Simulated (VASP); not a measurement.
Runs of VASP 6.6.1 on Na. The structure is that of space group Im-3m (No. 229), or close to it. The cells are those of the table. 

```csv
task,cell,k mesh,cutoff (eV),gap on the mesh (eV),pressure (GPa)
single point,"a = 3.762 Å, angles 109.5°, 1 atom",17 × 17 × 17,520,none,-0.2
single point,"a = 3.558 Å, angles 109.5°, 1 atom",17 × 17 × 17,520,none,1.2
single point,"a = 3.856 Å, angles 109.5°, 1 atom",17 × 17 × 17,520,none,(b)
relaxation of cell and atoms,"relaxed from a = 3.659 Å, angles 109.5°, 1 atom",11 × 11 × 11,600,none,0.0
single point,"a = 3.809 Å, angles 109.5°, 1 atom",17 × 17 × 17,520,none,-0.4
single point,"a = 3.713 Å, angles 109.5°, 1 atom",11 × 11 × 11,520,none,0.0
single point,"a = 3.663 Å, angles 109.5°, 1 atom",17 × 17 × 17,520,none,0.3
single point,"a = 3.713 Å, angles 109.5°, 1 atom",17 × 17 × 17,520,none,0.0
single point,"a = 3.611 Å, angles 109.5°, 1 atom",17 × 17 × 17,520,none,(a)
```

Alike in all rows: level RPBE; potentials or basis VASP PAW PBE potentials, release 64 (Na_pv); no spin polarisation; smearing fermi-dirac 0.1 eV.

Problem. Estimate the missing entries.

Solution. (a) 0.7; (b) -0.6.

Caveats: the PAW data sets were made with another functional, which shifts forces and pressure a little.

A gap of «none» marks levels without a gap at the run's occupations.
